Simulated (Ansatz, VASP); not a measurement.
**CaB2: VASP beside Ansatz**

```
CELL_PARAMETERS angstrom
-1.38772 1.38772 4.69614
1.38772 -1.38772 4.69614
1.38772 1.38772 -4.69614
ATOMIC_POSITIONS crystal
Ca 0.00000 0.00000 0.00000
B 0.71935 0.71935 0.00000
B 0.28065 0.28065 0.00000
```

Alike in both runs: functional PBE; k mesh 8 × 8 × 8; occupations gaussian, width 0.1 eV; no spin polarisation.

Ansatz relaxed the structure, and its values are those at the end. VASP's run is a single point on that final structure, the one shown.

|  | VASP | Ansatz |
| --- | --- | --- |
| version | VASP 6.6.1 | Ansatz 0.2.0 |
| potentials or method | VASP PAW PBE potentials, release 64 (Ca_sv, B), cutoff 520 eV | scalar-relativistic, plane waves, PAW |
| valence electrons in the cell | 16 | 16 |

VASP gave:

- gap on the k mesh at the Fermi level (eV): none
- pressure (GPa): 0.4

Q: What did Ansatz give for the same quantities?

A: gap on the k mesh at the Fermi level (eV): none; pressure (GPa): 0.1.

A gap of «none» marks a metal or a gap that the smearing closes.

The k mesh is coarse, so the values compare programs but aren't converged.
